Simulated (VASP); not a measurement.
# W (Im-3m) in VASP: further runs

W is run at these levels: PBE; tasks: single point.

Program: VASP 6.6.1. These are calculated values, not measurements. Logs are shortened: lines on timing, memory, paths and dates and some standing lists are left out, and cuts for length are marked.

### Step 1. The cell of the first run

It takes space group Im-3m (No. 229, cubic). Conventional cell: a = 3.078 Å, b = 3.078 Å, c = 3.078 Å, α = 90.00°, β = 90.00°, γ = 90.00°. Within 3.5 Å of W (site symmetry m-3m) lie 14 W at 2.67 to 3.08 Å.

### Step 2. Single point, PBE

Input file INCAR:

```
SYSTEM = W
PREC = Accurate
ENCUT = 520
EDIFF = 1E-6
ISMEAR = -1
SIGMA = 0.15
LREAL = .FALSE.
LASPH = .TRUE.
NELM = 80
ALGO = Normal
ISIF = 2
LWAVE = .FALSE.
LCHARG = .FALSE.
GGA = PE
NBANDS = 13
```

Input file KPOINTS:

```
regular mesh
0
G
  13 13 13
  0 0 0
```

Input file POSCAR:

```
W
1.0
   -1.5389710662      1.5389710662      1.5389710662
    1.5389710662     -1.5389710662      1.5389710662
    1.5389710662      1.5389710662     -1.5389710662
W
1
Direct
    0.0000000000      0.0000000000      0.0000000000
```

Potentials or basis: VASP PAW PBE potentials, release 64 (W_sv).

Launch:

```console
cat potpaw_PBE.64/W_sv/POTCAR > POTCAR
mpirun -np 1 vasp_std > vasp.out
```

OUTCAR:

```text
SYSTEM = W
   PREC = Accurate
   ENCUT = 520
   EDIFF = 1E-6
   ISMEAR = -1
   LREAL = .FALSE.
   LASPH = .TRUE.
   NELM = 80
   ISIF = 2
   GGA = PE

 ion  position               nearest neighbor table
   1  0.000  0.000  0.000-

  LATTYP: Found a body centered cubic cell.
 ALAT       =     3.0779421324

  Lattice vectors:

 A1 = (  -1.5389710662,   1.5389710662,   1.5389710662)
 A2 = (   1.5389710662,  -1.5389710662,   1.5389710662)
 A3 = (   1.5389710662,   1.5389710662,  -1.5389710662)

Analysis of symmetry for initial positions (statically):
=====================================================================
 Subroutine PRICEL returns:
 Original cell was already a primitive cell.

 Routine SETGRP: Setting up the symmetry group for a
 body centered cubic supercell.

 Subroutine GETGRP returns: Found 48 space group operations
 (whereof 48 operations were pure point group operations)
 out of a pool of 48 trial point group operations.

The static configuration has the point symmetry O_h .

Analysis of symmetry for dynamics (positions and initial velocities):
=====================================================================
 Subroutine PRICEL returns:
 Original cell was already a primitive cell.

 Routine SETGRP: Setting up the symmetry group for a
 body centered cubic supercell.

 Subroutine GETGRP returns: Found 48 space group operations
 (whereof 48 operations were pure point group operations)
 out of a pool of 48 trial point group operations.

The dynamic configuration has the point symmetry O_h .

 Subroutine INISYM returns: Found 48 space group operations
 (whereof 48 operations are pure point group operations),
 and found     1 'primitive' translations

----------------------------------------------------------------------------------------

                                     Primitive cell

  volume of cell :      14.5798

  direct lattice vectors                    reciprocal lattice vectors
    -1.538971066  1.538971066  1.538971066     0.000000000  0.324892398  0.324892398
     1.538971066 -1.538971066  1.538971066     0.324892398  0.000000000  0.324892398
     1.538971066  1.538971066 -1.538971066     0.324892398  0.324892398  0.000000000

  length of vectors
     2.665576078  2.665576078  2.665576078     0.459467235  0.459467235  0.459467235

  position of ions in fractional coordinates (direct lattice)
     0.000000000  0.000000000  0.000000000

  ion indices of the primitive-cell ions
   primitive index   ion index
                 1           1

----------------------------------------------------------------------------------------

 KPOINTS: regular mesh

Automatic generation of k-mesh.
 Grid dimensions read from file:
 generate k-points for:   13   13   13

 Generating k-lattice:

  Cartesian coordinates                     Fractional coordinates (reciprocal lattice)
     0.000000000  0.024991723  0.024991723     0.076923077  0.000000000  0.000000000
     0.024991723  0.000000000  0.024991723     0.000000000  0.076923077  0.000000000
     0.024991723  0.024991723  0.000000000     0.000000000  0.000000000  0.076923077

  Length of vectors
     0.035343633  0.035343633  0.035343633

  Shift w.r.t. Gamma in fractional coordinates (k-lattice)
     0.000000000  0.000000000  0.000000000

 Subroutine IBZKPT returns following result:
 ===========================================

 Found     84 irreducible k-points:

 Following reciprocal coordinates:
            Coordinates               Weight
  0.000000  0.000000  0.000000      1.000000
  0.076923  0.000000  0.000000     12.000000
  0.153846  0.000000  0.000000     12.000000
  0.230769  0.000000  0.000000     12.000000
  0.307692  0.000000  0.000000     12.000000
  0.384615  0.000000  0.000000     12.000000
[... 16 lines left out ...]
  0.153846  0.076923  0.076923     24.000000
  0.230769  0.076923  0.076923     24.000000
 [... further k-points ...]
   k-points           NKPTS =     84   k-points in BZ     NKDIM =     84   number of bands    NBANDS=     13
   number of dos      NEDOS =    301   number of ions     NIONS =      1
   total plane-waves  NPLWV =   8000
   dimension x,y,z NGX =    20 NGY =   20 NGZ =   20
   dimension x,y,z NGXF=    40 NGYF=   40 NGZF=   40
   ions per type =               1
   NGX,Y,Z   is equivalent  to a cutoff of  12.47, 12.47, 12.47 a.u.
   NGXF,Y,Z  is equivalent  to a cutoff of  24.95, 24.95, 24.95 a.u.
 SYSTEM =  W
   PREC   = accura    normal or accurate (medium, high low for compatibility)
   ISTART =      0    job   : 0-new  1-cont  2-samecut
   ICHARG =      2    charge: 1-file 2-atom 10-const
   ISPIN  =      1    spin polarized calculation?
   LNONCOLLINEAR =      F non collinear calculations
   LSORBIT =      F    spin-orbit coupling
   LASPH  =      T    aspherical Exc in radial PAW
   ENCUT  =  520.0 eV  38.22 Ry    6.18 a.u.   4.96  4.96  4.96*2*pi/ulx,y,z
   NELM   =     80;   NELMIN=  2; NELMDL= -5     # of ELM steps
   EDIFF  = 0.1E-05   stopping-criterion for ELM
   LREAL  =      F    real-space projection
   EDIFFG = 0.1E-04   stopping-criterion for IOM
   NSW    =      0    number of steps for IOM
   IBRION =     -1    ionic relax: 0-MD 1-quasi-New 2-CG
   NFREE  =      0    steps in history (QN), initial steepest desc. (CG)
   ISIF   =      2    stress and relaxation
   ISYM   =      2    0-nonsym 1-usesym 2-fastsym
   POTIM  = 0.5000    time-step for ionic-motion
   TEBEG  =    0.0;   TEEND  =   0.0 temperature during run
   PSTRESS=    0.0 pullay stress
   NELECT =      14.0000    total number of electrons
   NUPDOWN=      -1.0000    fix difference up-down
   EMIN   =  10.00;   EMAX   =-10.00  energy-range for DOS
   EFERMI =   0.00;   METHOD = LEGACY
   ISMEAR =    -1;   SIGMA  =   0.15  broadening in eV -4-tet -1-fermi 0-gaus
   EFERMI_NEDOS =   21; number of points for ismear=-14 and -15
   IALGO  =     38    algorithm
   IMIX   =      4    mixing-type and parameters
     AMIX     =   0.40;   BMIX     =  1.00
     AMIX_MAG =   1.60;   BMIX_MAG =  1.00
  volume/ion in A,a.u.               =      14.58        98.39
  Fermi-wavevector in a.u.,A,eV,Ry     =   1.615104  3.052103 35.491609  2.608560
  Thomas-Fermi vector in A             =   2.709905
   LORBIT       =      0    0 simple, 1 ext, 2 COOP (PROOUT), +10 PAW based schemes
   GGA     = PE    functional components
   LHFCALC =     F    Hartree Fock is set to
   AEXX    =    0.0000 exact exchange contribution
   IVDW    =     0    specifies the selected vdW correction
   LEPSILON=     F    determine dielectric tensor
   LRPA    =     F    only Hartree local field effects (RPA)
 non-spin polarized calculation
  energy-cutoff  :      520.00
  volume of cell :       14.58
 maximum number of plane-waves:       406
   NGX =  9   NGY =  9   NGZ =  9

 number of electron      13.9999995 magnetization

 Free energy of the ion-electron system (eV)
  ---------------------------------------------------
  ext. energy  EPLUGINS =         0.00000000
  ---------------------------------------------------
  free energy    TOTEN  =       -12.80365582 eV

  energy without entropy =      -12.77666583  energy(sigma->0) =      -12.79016083

 E-fermi :  12.7229     XC(G=0): -14.1212

 val. band max:       12.5654049815   @ k =  -0.3077   0.3077   0.2308
 cond. band min:      12.7542578371   @ k =  -0.4615   0.4615   0.2308
 fundamental gap:      0.1888528556
 Fermi energy:        12.7229083389

 k-point     1 :       0.0000    0.0000    0.0000
  band No.  band energies     occupation
      1     -61.3909      2.00000
      2     -24.8069      2.00000
      3     -24.8069      2.00000
      4     -24.8069      2.00000
      5       2.6046      2.00000
      6      11.3144      1.99983
      7      11.3144      1.99983
      8      11.3144      1.99983
      9      15.1554      0.00000
     10      15.1554      0.00000
     11      27.3928      0.00000
     12      27.3928      0.00000
     13      27.3928      0.00000

 k-point     2 :       0.0769    0.0000    0.0000
  band No.  band energies     occupation
      1     -61.3799      2.00000
      2     -24.9133      2.00000
      3     -24.8393      2.00000
      4     -24.8076      2.00000
      5       2.9212      2.00000
      6      11.1178      1.99995
      7      11.2644      1.99988
      8      11.6234      1.99869
      9      14.8444      0.00000
     10      15.1551      0.00000
     11      27.6700      0.00000
     12      27.9264      0.00000
     13      28.2061      0.00000

 k-point     3 :       0.1538    0.0000    0.0000
  band No.  band energies     occupation
      1     -61.3495      2.00000
      2     -25.2012      2.00000
      3     -24.9281      2.00000
      4     -24.8098      2.00000
      5       3.7888      2.00000
      6      10.6150      2.00000
      7      11.0278      1.99998
      8      12.5306      1.56566
      9      14.3943      0.00003
     10      15.1859      0.00000
     11      28.2433      0.00000
     12      29.4351      0.00000
     13      29.9884      0.00000
[... 305 lines left out ...]
 k-point    23 :       0.1538    0.0769    0.0769
  band No.  band energies     occupation
      1     -61.2926      2.00000
      2     -25.7166      2.00000
      3     -25.0144      2.00000
      4     -24.8925      2.00000
      5       5.4542      2.00000
      6       9.7772      2.00000
      7       9.9847      2.00000
      8      14.6968      0.00000
      9      15.2025      0.00000
     10      15.2530      0.00000
     11      28.9379      0.00000
     12      30.4564      0.00000
     13      30.5033      0.00000

 k-point    24 :       0.2308    0.0769    0.0769
  band No.  band energies     occupation
      1     -61.2508      2.00000
      2     -26.0223      2.00000
      3     -25.1797      2.00000
      4     -24.9038      2.00000
      5       6.3830      2.00000
      6       9.2562      2.00000
      7      10.1181      2.00000
      8      14.9239      0.00000
      9      15.6359      0.00000
     10      17.1880      0.00000
     11      27.5965      0.00000
     12      28.6691      0.00000
     13      32.4043      0.00000

 [... further k-points ...]

------------------------ aborting loop because EDIFF is reached ----------------------------------------

  FORCE on cell =-STRESS in cart. coord.  units (eV):
  Direction    XX          YY          ZZ          XY          YZ          ZX
  --------------------------------------------------------------------------------------
  -------------------------------------------------------------------------------------
  Total        3.5404558      3.5404558      3.5404558      0.0000000      0.0000000      0.0000000
  in kB      389.0616300    389.0616300    389.0616300      0.0000000      0.0000000      0.0000000
  external PRESSURE =     389.0616300 kB  Pullay stress =       0.0000000 kB

 VOLUME and BASIS-vectors are now :
 -----------------------------------------------------------------------------
  energy-cutoff  :      520.00
  volume of cell :       14.58
      direct lattice vectors                 reciprocal lattice vectors
    -1.538971066  1.538971066  1.538971066     0.000000000  0.324892398  0.324892398
     1.538971066 -1.538971066  1.538971066     0.324892398  0.000000000  0.324892398
     1.538971066  1.538971066 -1.538971066     0.324892398  0.324892398  0.000000000

 POSITION                                       TOTAL-FORCE (eV/Angst)
 -----------------------------------------------------------------------------------
      0.00000      0.00000      0.00000         0.000000      0.000000     -0.000000
 -----------------------------------------------------------------------------------
    total drift:                                0.000000     -0.000000      0.000000

  FREE ENERGIE OF THE ION-ELECTRON SYSTEM (eV)
  ---------------------------------------------------
  free  energy   TOTEN  =       -12.8036558226 eV

  energy  without entropy=      -12.7766658314  energy(sigma->0) =      -12.79016083
```

Run time: 7.3 s. Hardware: 1 thread of AMD EPYC 9R14 (Zen 4), shared host; peak memory 0.1 GiB.

What came out:

* Free energy: -12.8037 eV
* Pressure: 38.9 GPa
* Band gap on the k mesh: zero (band 7 reaches 17.74 eV, above the bottom of band 8 at 11.31 eV)

Caveat: spin-orbit coupling is left out, which moves the levels of the heavy elements.

### Step 3. Single point, PBE

This run uses another cell than the first one, of 15.00 Å³/atom, 1.029 times its volume.

Input file INCAR:

```
ALGO = Normal
EDIFF = 1E-7
ENCUT = 520
GGA = PE
ISIF = 2
ISMEAR = -1
LASPH = True
LCHARG = False
LREAL = False
LWAVE = False
NBANDS = 13
NELM = 80
PREC = Accurate
SIGMA = 0.15
```

Input file KPOINTS:

```
k-points
0
Gamma
  13 13 13
```

Input file POSCAR:

```
W
1.0
   -1.5536989570      1.5536989570      1.5536989570
    1.5536989570     -1.5536989570      1.5536989570
    1.5536989570      1.5536989570     -1.5536989570
W
1
Direct
    0.0000000000      0.0000000000      0.0000000000
```

Potentials or basis: VASP PAW PBE potentials, release 64 (W_sv).

Launch:

```console
cat potpaw_PBE.64/W_sv/POTCAR > POTCAR
mpirun -np 1 vasp_std > vasp.out
```

It took 8.4 s on 1 thread of AMD EPYC 9R14 (Zen 4), shared host; peak memory 0.1 GiB.

The run converged. Its results:

```yaml
Free_energy: -12.8897 eV
Pressure: 26.4 GPa
Band_gap_on_the_k_mesh: zero (band 7 reaches 17.12 eV, above the bottom of band 8 at 10.93 eV)
```

Levels at points of the mesh, in eV from the Fermi level:
```
           k point  band 3  band 4  band 5  band 6  band 7  band 8  band 9  band 10  band 11  band 12
(0.00, 0.00, 0.00)  -37.60  -37.60   -9.96   -1.34   -1.34   -1.34    2.38     2.38    14.62    14.62
```

Caveat: spin-orbit coupling is left out, which moves the levels of the heavy elements.

### Step 4. Single point, PBE

This run uses another cell than the first one, of 15.42 Å³/atom, 1.058 times its volume.

Input file INCAR:

```
SYSTEM = W
PREC     = Accurate       ! precision mode
ENCUT    = 520            ! plane-wave cutoff, eV
EDIFF    = 1E-6           ! SCF threshold, eV
ISMEAR   = -1             ! smearing method
SIGMA    = 0.15           ! smearing width, eV
LREAL    = .False.        ! projectors in reciprocal space
LASPH    = .True.         ! aspherical terms in the spheres
NELM     = 100            ! most SCF steps
ALGO     = Normal         ! electronic algorithm
ISIF     = 2              ! what is computed and relaxed
LWAVE    = .False.        ! write WAVECAR
LCHARG   = .False.        ! write CHGCAR
GGA      = PE             ! functional
NBANDS   = 13             ! bands
```

Input file KPOINTS:

```
regular mesh
0
Gamma
  13 13 13
  0 0 0
```

Input file POSCAR:

```
W
1.0
   -1.5681528005      1.5681528005      1.5681528005
    1.5681528005     -1.5681528005      1.5681528005
    1.5681528005      1.5681528005     -1.5681528005
W
1
Direct
    0.0000000000      0.0000000000      0.0000000000
```

Launch:

```console
cat potpaw_PBE.64/W_sv/POTCAR > POTCAR
mpirun -np 1 vasp_std > vasp.out
```

It took 7.4 s on 1 thread of AMD EPYC 9R14 (Zen 4), shared host; peak memory 0.1 GiB.

It converged, with:

```yaml
Free_energy: -12.9451 eV
Pressure: 15.6 GPa
Band_gap_on_the_k_mesh: zero (band 7 reaches 16.52 eV, above the bottom of band 8 at 10.57 eV)
```

Levels at points of the mesh, in eV from the Fermi level:
| k point | band 5 | band 6 | band 7 | band 8 | band 9 | band 10 |
| --- | --- | --- | --- | --- | --- | --- |
| (0.00, 0.00, 0.00) | -9.80 | -1.28 | -1.28 | -1.28 | 2.32 | 2.32 |

Caveat: spin-orbit coupling is left out, which moves the levels of the heavy elements.

### Step 5. Overview

| cell | gap on the mesh (eV) | pressure (GPa) |
| --- | --- | --- |
| a = 2.666 Å, angles 109.5°, 1 atom | none | 38.9 |
| a = 2.691 Å, angles 109.5°, 1 atom | none | 26.4 |
| a = 2.716 Å, angles 109.5°, 1 atom | none | 15.6 |

Alike in all rows: task single point; level PBE; potentials or basis VASP PAW PBE potentials, release 64 (W_sv); no spin polarisation; k mesh 13 × 13 × 13; cutoff (eV) 520; smearing fermi-dirac 0.15 eV.

Caveats: spin-orbit coupling is left out, which moves the levels of the heavy elements.

Total energies depend on the potentials used, so only differences within one code and one set of settings carry meaning.
